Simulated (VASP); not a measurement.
Write the native input for VASP 6.6.1 that does the following.

- Task: single point
- Functional: PBE
- Potentials or basis: VASP PAW PBE potentials, release 64 (Al, In_d, Sb)
- Cutoff: 520 eV
- k mesh: 12 × 12 × 6
- Occupations: gaussian, width 0.1 eV
- Spin: no spin polarisation
- Dipole correction: no
- Further INCAR settings: ALGO = Fast; EDIFF = 1e-06; NBANDS = 35

The structure of AlIn3Sb2 lies in POSCAR:

```
AlIn3Sb2
1.0
    5.3577099542      0.0000000000      0.0000000000
   -2.6788549771      4.6399129264      0.0000000000
    0.0000000000      0.0000000000      6.4584638018
Al In Sb
1 3 2
Direct
    0.0000000000      0.0000000000      0.0000000000
    0.0000000000      0.0000000000      0.5000000000
    0.3333333333      0.6666666667      0.0000000000
    0.3333333333      0.6666666667      0.5000000000
    0.6666666667      0.3333333333      0.2334148346
    0.6666666667      0.3333333333      0.7665851654
```

The cell was built from a structure type or drawn by symmetry, and may not be a known phase.

One way to write it, as run:

INCAR

```
ALGO = Fast
EDIFF = 1E-6
ENCUT = 520
GGA = PE
ISIF = 2
ISMEAR = 0
LASPH = True
LCHARG = False
LREAL = False
LWAVE = False
NBANDS = 35
NELM = 100
PREC = Accurate
SIGMA = 0.1
```

KPOINTS

```
k-points
0
Gamma
  12 12 6
```

Potentials or basis: VASP PAW PBE potentials, release 64 (Al, In_d, Sb).

Launch:

```console
$ cat potpaw_PBE.64/Al/POTCAR potpaw_PBE.64/In_d/POTCAR potpaw_PBE.64/Sb/POTCAR > POTCAR
$ mpirun -np 1 vasp_std > vasp.out
```

Results of the run:

| Item | Value |
| --- | --- |
| Pressure | 0.0 GPa |
| Largest force | 0.007 eV/Å |
| Band gap on the k mesh | zero (bands 26 and 27 overlap by 1.76 eV) |

Caveat: spin-orbit coupling is left out, which moves the levels of the heavy elements.

It took 9.3 min on 1 thread of Intel(R) Xeon(R) Platinum 8375C CPU @ 2.90GHz (Ice Lake) (shared host), peak memory 0.52 GiB.
